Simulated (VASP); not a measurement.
# AlN (I-4m2) in VASP: notebook

AlN is run at these levels: PBE; tasks: single point.

Everything below comes from runs of VASP 6.6.1. Logs are shortened: lines on timing, memory, paths and dates and some standing lists are left out, and cuts for length are marked.

## (1) The cell of the first run

The structure is tetragonal, space group I-4m2 (No. 119). Conventional cell: a = 3.090 Å, b = 3.090 Å, c = 4.195 Å, α = 90.00°, β = 90.00°, γ = 90.00°. Al (site symmetry -4m2) has 4 N at 1.87 Å within 2.5 Å. N (site symmetry -4m2) has 4 Al at 1.87 Å within 2.5 Å.

## (2) Single point, PBE (uniaxial z strain -4.0%)

INCAR reads:

```
SYSTEM = AlN
  PREC = Accurate
  ENCUT = 520
  EDIFF = 1E-7
  ISMEAR = 0
  SIGMA = 0.01
  LREAL = .FALSE.
  LASPH = .TRUE.
  NELM = 100
  ALGO = Normal
  ISIF = 2
  LWAVE = .FALSE.
  LCHARG = .FALSE.
  GGA = PE
  NBANDS = 11
```

KPOINTS reads:

```
Automatic mesh
0
G
  6 6 6
  0 0 0
```

POSCAR reads:

```
AlN
1.0
    0.0000000000      2.1848764125      2.0974813560
    2.1848764125      0.0000000000      2.0974813560
    2.1848764125      2.1848764125      0.0000000000
Al N
1 1
Direct
    0.0000000000      0.0000000000      0.0000000000
    0.2500000000      0.2500000000      0.2500000000
```

Potentials or basis: VASP PAW PBE potentials, release 64 (Al, N).

On the command line:

```console
cat potpaw_PBE.64/Al/POTCAR potpaw_PBE.64/N/POTCAR > POTCAR
mpirun -np 1 vasp_std > vasp.out
```

OUTCAR:

```text
SYSTEM = AlN
   PREC = Accurate
   ENCUT = 520
   EDIFF = 1E-7
   ISMEAR = 0
   LREAL = .FALSE.
   LASPH = .TRUE.
   NELM = 100
   ISIF = 2
   GGA = PE

 ion  position               nearest neighbor table
   1  0.000  0.000  0.000-   2 1.87   2 1.87   2 1.87   2 1.87
   2  0.250  0.250  0.250-   1 1.87   1 1.87   1 1.87   1 1.87

  LATTYP: Found a body centered tetragonal cell.
 ALAT       =     3.0898818547
 C/A-ratio  =     1.3576450199

  Lattice vectors:

 A1 = (   0.0000000000,  -2.1848764125,  -2.0974813560)
 A2 = (   0.0000000000,   2.1848764125,  -2.0974813560)
 A3 = (   2.1848764125,   0.0000000000,   2.0974813560)

Analysis of symmetry for initial positions (statically):
=====================================================================
 Subroutine PRICEL returns:
 Original cell was already a primitive cell.

 Routine SETGRP: Setting up the symmetry group for a
 body centered tetragonal supercell.

 Subroutine GETGRP returns: Found  8 space group operations
 (whereof  8 operations were pure point group operations)
 out of a pool of 16 trial point group operations.

The static configuration has the point symmetry D_2d.

Analysis of symmetry for dynamics (positions and initial velocities):
=====================================================================
 Subroutine PRICEL returns:
 Original cell was already a primitive cell.

 Routine SETGRP: Setting up the symmetry group for a
 body centered tetragonal supercell.

 Subroutine GETGRP returns: Found  8 space group operations
 (whereof  8 operations were pure point group operations)
 out of a pool of 16 trial point group operations.

The dynamic configuration has the point symmetry D_2d.

 Subroutine INISYM returns: Found  8 space group operations
 (whereof  8 operations are pure point group operations),
 and found     1 'primitive' translations

----------------------------------------------------------------------------------------

                                     Primitive cell

  volume of cell :      20.0254

  direct lattice vectors                    reciprocal lattice vectors
     0.000000000  2.184876412  2.097481356    -0.228845896  0.228845896  0.238381142
     2.184876412  0.000000000  2.097481356     0.228845896 -0.228845896  0.238381142
     2.184876412  2.184876412  0.000000000     0.228845896  0.228845896 -0.238381142

  length of vectors
     3.028714740  3.028714740  3.089881855     0.401953302  0.401953302  0.401953302

  position of ions in fractional coordinates (direct lattice)
     0.000000000  0.000000000  0.000000000
     0.250000000  0.250000000  0.250000000

  ion indices of the primitive-cell ions
   primitive index   ion index
                 1           1
                 2           2

----------------------------------------------------------------------------------------

 KPOINTS: Automatic mesh

Automatic generation of k-mesh.
 Grid dimensions read from file:
 generate k-points for:    6    6    6

 Generating k-lattice:

  Cartesian coordinates                     Fractional coordinates (reciprocal lattice)
    -0.038140983  0.038140983  0.039730190     0.166666667  0.000000000  0.000000000
     0.038140983 -0.038140983  0.039730190     0.000000000  0.166666667  0.000000000
     0.038140983  0.038140983 -0.039730190     0.000000000  0.000000000  0.166666667

  Length of vectors
     0.066992217  0.066992217  0.066992217

  Shift w.r.t. Gamma in fractional coordinates (k-lattice)
     0.000000000  0.000000000  0.000000000

 Subroutine IBZKPT returns following result:
 ===========================================

 Found     30 irreducible k-points:

 Following reciprocal coordinates:
            Coordinates               Weight
  0.000000  0.000000  0.000000      1.000000
  0.166667  0.000000  0.000000      8.000000
  0.333333  0.000000  0.000000      8.000000
  0.500000  0.000000  0.000000      4.000000
  0.166667  0.166667  0.000000      2.000000
  0.333333  0.166667  0.000000      8.000000
[... 16 lines left out ...]
  0.333333  0.000000  0.333333      4.000000
  0.500000  0.000000  0.333333     16.000000
 [... further k-points ...]
   k-points           NKPTS =     30   k-points in BZ     NKDIM =     30   number of bands    NBANDS=     11
   number of dos      NEDOS =    301   number of ions     NIONS =      2
   total plane-waves  NPLWV =  13824
   dimension x,y,z NGX =    24 NGY =   24 NGZ =   24
   dimension x,y,z NGXF=    48 NGYF=   48 NGZF=   48
   ions per type =               1   1
   NGX,Y,Z   is equivalent  to a cutoff of  13.17, 13.17, 12.91 a.u.
   NGXF,Y,Z  is equivalent  to a cutoff of  26.35, 26.35, 25.83 a.u.
 SYSTEM =  AlN
   PREC   = accura    normal or accurate (medium, high low for compatibility)
   ISTART =      0    job   : 0-new  1-cont  2-samecut
   ICHARG =      2    charge: 1-file 2-atom 10-const
   ISPIN  =      1    spin polarized calculation?
   LNONCOLLINEAR =      F non collinear calculations
   LSORBIT =      F    spin-orbit coupling
   LASPH  =      T    aspherical Exc in radial PAW
   ENCUT  =  520.0 eV  38.22 Ry    6.18 a.u.   5.63  5.63  5.75*2*pi/ulx,y,z
   NELM   =    100;   NELMIN=  2; NELMDL= -5     # of ELM steps
   EDIFF  = 0.1E-06   stopping-criterion for ELM
   LREAL  =      F    real-space projection
   EDIFFG = 0.1E-05   stopping-criterion for IOM
   NSW    =      0    number of steps for IOM
   IBRION =     -1    ionic relax: 0-MD 1-quasi-New 2-CG
   NFREE  =      0    steps in history (QN), initial steepest desc. (CG)
   ISIF   =      2    stress and relaxation
   ISYM   =      2    0-nonsym 1-usesym 2-fastsym
   POTIM  = 0.5000    time-step for ionic-motion
   TEBEG  =    0.0;   TEEND  =   0.0 temperature during run
   PSTRESS=    0.0 pullay stress
   NELECT =       8.0000    total number of electrons
   NUPDOWN=      -1.0000    fix difference up-down
   EMIN   =  10.00;   EMAX   =-10.00  energy-range for DOS
   EFERMI =   0.00;   METHOD = LEGACY
   ISMEAR =     0;   SIGMA  =   0.01  broadening in eV -4-tet -1-fermi 0-gaus
   EFERMI_NEDOS =   21; number of points for ismear=-14 and -15
   IALGO  =     38    algorithm
   IMIX   =      4    mixing-type and parameters
     AMIX     =   0.40;   BMIX     =  1.00
     AMIX_MAG =   1.60;   BMIX_MAG =  1.00
  volume/ion in A,a.u.               =      10.01        67.57
  Fermi-wavevector in a.u.,A,eV,Ry     =   1.205714  2.278469 19.779410  1.453746
  Thomas-Fermi vector in A             =   2.341402
   LORBIT       =      0    0 simple, 1 ext, 2 COOP (PROOUT), +10 PAW based schemes
   GGA     = PE    functional components
   LHFCALC =     F    Hartree Fock is set to
   AEXX    =    0.0000 exact exchange contribution
   IVDW    =     0    specifies the selected vdW correction
   LEPSILON=     F    determine dielectric tensor
   LRPA    =     F    only Hartree local field effects (RPA)
 non-spin polarized calculation
 Gauss-broadening in eV      SIGMA  =   0.01
  energy-cutoff  :      520.00
  volume of cell :       20.03
 maximum number of plane-waves:       550
 NGX is ok and might be reduce to    24
   NGX = 11   NGY = 11   NGZ = 11

 number of electron       7.9999999 magnetization

 Free energy of the ion-electron system (eV)
  ---------------------------------------------------
  ext. energy  EPLUGINS =         0.00000000
  ---------------------------------------------------
  free energy    TOTEN  =       -14.78492129 eV

  energy without entropy =      -14.78492129  energy(sigma->0) =      -14.78492129

 E-fermi :   6.5090     XC(G=0): -11.1087

 val. band max:        6.4654716700   @ k =   0.0000   0.0000   0.0000
 cond. band min:       9.5781891250   @ k =   0.5000   0.5000   0.0000
 fundamental gap:      3.1127174550
 Fermi energy:         6.5090413863

 k-point     1 :       0.0000    0.0000    0.0000
  band No.  band energies     occupation
      1      -8.8590      2.00000
      2       6.3069      2.00000
      3       6.3069      2.00000
      4       6.4655      2.00000
      5      10.9018      0.00000
      6      19.2890      0.00000
      7      19.3328      0.00000
      8      19.3328      0.00000
      9      23.6875      0.00000
     10      24.8916      0.00000
     11      25.3334      0.00000

 k-point     2 :       0.1667    0.0000    0.0000
  band No.  band energies     occupation
      1      -8.4416      2.00000
      2       4.4856      2.00000
      3       6.1406      2.00000
      4       6.3098      2.00000
      5      12.3124      0.00000
      6      18.3304      0.00000
      7      19.3006      0.00000
      8      19.6447      0.00000
      9      22.2477      0.00000
     10      22.7052      0.00000
     11      24.6262      0.00000

 k-point     3 :       0.3333    0.0000    0.0000
  band No.  band energies     occupation
      1      -7.3993      2.00000
      2       1.7017      2.00000
      3       5.8402      2.00000
      4       6.1233      2.00000
      5      13.6902      0.00000
      6      17.0076      0.00000
      7      17.9889      0.00000
      8      18.8639      0.00000
      9      23.8082      0.00000
     10      24.4000      0.00000
     11      24.5991      0.00000

 k-point     4 :       0.5000    0.0000    0.0000
  band No.  band energies     occupation
      1      -6.6872      2.00000
      2       0.3333      2.00000
      3       5.7033      2.00000
      4       6.0393      2.00000
      5      14.0310      0.00000
      6      16.5021      0.00000
      7      17.3681      0.00000
      8      18.2349      0.00000
      9      24.7927      0.00000
     10      26.9372      0.00000
     11      27.1370      0.00000

 k-point     5 :       0.1667    0.1667    0.0000
  band No.  band energies     occupation
      1      -8.2743      2.00000
      2       4.6855      2.00000
      3       5.7224      2.00000
      4       5.7224      2.00000
      5      12.6503      0.00000
      6      17.7481      0.00000
      7      19.9496      0.00000
      8      19.9496      0.00000
      9      19.9977      0.00000
     10      24.6019      0.00000
     11      27.4097      0.00000
[... 211 lines left out ...]
 k-point    21 :      -0.1667    0.3333    0.1667
  band No.  band energies     occupation
      1      -6.6887      2.00000
      2       1.9805      2.00000
      3       4.1402      2.00000
      4       5.0220      2.00000
      5      12.8560      0.00000
      6      16.8881      0.00000
      7      17.8509      0.00000
      8      19.9200      0.00000
      9      22.9315      0.00000
     10      26.4972      0.00000
     11      30.1491      0.00000

 k-point    22 :      -0.3333    0.5000    0.1667
  band No.  band energies     occupation
      1      -5.8983      2.00000
      2       2.1803      2.00000
      3       3.3090      2.00000
      4       3.7064      2.00000
      5      11.4773      0.00000
      6      16.5265      0.00000
      7      19.5265      0.00000
      8      20.3235      0.00000
      9      23.2010      0.00000
     10      27.0931      0.00000
     11      31.6794      0.00000

 k-point    23 :       0.3333    0.0000    0.3333
  band No.  band energies     occupation
      1      -6.9803      2.00000
      2       2.3163      2.00000
      3       5.0166      2.00000
      4       5.0475      2.00000
      5      11.2429      0.00000
      6      16.1715      0.00000
      7      18.9040      0.00000
      8      21.2005      0.00000
      9      22.2900      0.00000
     10      27.8277      0.00000
     11      31.2344      0.00000

 k-point    24 :       0.5000    0.0000    0.3333
  band No.  band energies     occupation
      1      -6.2739      2.00000
      2       1.6183      2.00000
      3       3.7930      2.00000
      4       4.9395      2.00000
      5      11.1910      0.00000
      6      16.4382      0.00000
      7      19.4914      0.00000
      8      21.2804      0.00000
      9      22.5503      0.00000
     10      28.4794      0.00000
     11      30.9896      0.00000

 [... further k-points ...]
[... 5 lines left out ...]
  --------------------------------------------------------------------------------------
  -------------------------------------------------------------------------------------
  Total        1.5013069      1.5013069      2.0519381      0.0000000      0.0000000      0.0000000
  in kB      120.1152633    120.1152633    164.1696944      0.0000000      0.0000000      0.0000000
  external PRESSURE =     134.8000737 kB  Pullay stress =       0.0000000 kB

 VOLUME and BASIS-vectors are now :
 -----------------------------------------------------------------------------
  energy-cutoff  :      520.00
  volume of cell :       20.03
      direct lattice vectors                 reciprocal lattice vectors
     0.000000000  2.184876412  2.097481356    -0.228845896  0.228845896  0.238381142
     2.184876412  0.000000000  2.097481356     0.228845896 -0.228845896  0.238381142
     2.184876412  2.184876412  0.000000000     0.228845896  0.228845896 -0.238381142

 POSITION                                       TOTAL-FORCE (eV/Angst)
 -----------------------------------------------------------------------------------
      0.00000      0.00000      0.00000         0.000000      0.000000      0.000000
      1.09244      1.09244      1.04874        -0.000000     -0.000000     -0.000000
 -----------------------------------------------------------------------------------
    total drift:                                0.000000      0.000000     -0.000000

  FREE ENERGIE OF THE ION-ELECTRON SYSTEM (eV)
  ---------------------------------------------------
  free  energy   TOTEN  =       -14.7849212909 eV

  energy  without entropy=      -14.7849212909  energy(sigma->0) =      -14.78492129
```

It took 6.2 s on 1 thread of AMD EPYC 7R43 (Zen 3), shared host; peak memory 0.1 GiB.

What came out:

* Free energy: -14.7849 eV
* Pressure: 13.5 GPa
* Band gap on the k mesh: 3.11 eV, indirect (least direct gap 4.44 eV)

Levels at points of the mesh, in eV from the valence-band top:
| k point | band 1 | band 2 | band 3 | band 4 | band 5 | band 6 | band 7 | band 8 |
| --- | --- | --- | --- | --- | --- | --- | --- | --- |
| (0.00, 0.00, 0.00) | -15.32 | -0.16 | -0.16 | 0.00 | 4.44 | 12.82 | 12.87 | 12.87 |
| (0.50, 0.00, 0.00) | -13.15 | -6.13 | -0.76 | -0.43 | 7.57 | 10.04 | 10.90 | 11.77 |
| (0.50, 0.50, 0.00) | -12.36 | -4.87 | -2.15 | -2.15 | 3.11 | 8.32 | 14.89 | 15.89 |
| (0.50, 0.00, 0.50) | -12.54 | -5.27 | -1.81 | -1.80 | 3.30 | 8.95 | 14.13 | 15.61 |

Caveat: the k points lie up to 0.42 Å⁻¹ apart; the cell differs from its parent crystal (uniaxial z strain -4.0%).

## (3) Single point, PBE (uniaxial z strain -3.0%)

INCAR reads:

```
  PREC = Accurate
  ENCUT = 520
  EDIFF = 1E-6
  ISMEAR = 0
  SIGMA = 0.01
  LREAL = F
  LASPH = T
  NELM = 100
  ALGO = Normal
  ISIF = 2
  LWAVE = F
  LCHARG = F
  GGA = PE
  NBANDS = 11
```

KPOINTS reads:

```
regular mesh
0
Gamma
  6 6 6
```

POSCAR reads:

```
AlN
1.0
    0.0000000000      2.1848764125      2.1193301201
    2.1848764125      0.0000000000      2.1193301201
    2.1848764125      2.1848764125      0.0000000000
Al N
1 1
Direct
    0.0000000000      0.0000000000      0.0000000000
    0.2500000000      0.2500000000      0.2500000000
```

Potentials or basis: VASP PAW PBE potentials, release 64 (Al, N).

On the command line:

```console
cat potpaw_PBE.64/Al/POTCAR potpaw_PBE.64/N/POTCAR > POTCAR
mpirun -np 1 vasp_std > vasp.out
```

Run time: 6.7 s. Hardware: 1 thread of AMD EPYC 7R43 (Zen 3), shared host; peak memory 0.1 GiB.

Results (log left out):

- Free energy: -14.8044 eV
- Pressure: 11.0 GPa
- Band gap on the k mesh: 3.16 eV, indirect (least direct gap 4.37 eV)

Stress tensor (GPa, compression positive):
```
 9.89  0.00  0.00
 0.00  9.89  0.00
 0.00  0.00 13.37
```

Levels at points of the mesh, in eV from the valence-band top:
```
           k point  band 1  band 2  band 3  band 4  band 5  band 6  band 7  band 8
(0.00, 0.00, 0.00)  -15.24   -0.12   -0.12    0.00    4.37   12.75   12.78   12.78
(0.50, 0.00, 0.00)  -13.10   -6.06   -0.69   -0.44    7.53    9.99   10.96   11.59
(0.50, 0.50, 0.00)  -12.34   -4.88   -2.06   -2.06    3.16    8.39   14.64   15.84
(0.50, 0.00, 0.50)  -12.48   -5.17   -1.80   -1.80    3.30    8.86   14.08   15.64
```

Caveat: the cell differs from its parent crystal (uniaxial z strain -3.0%).
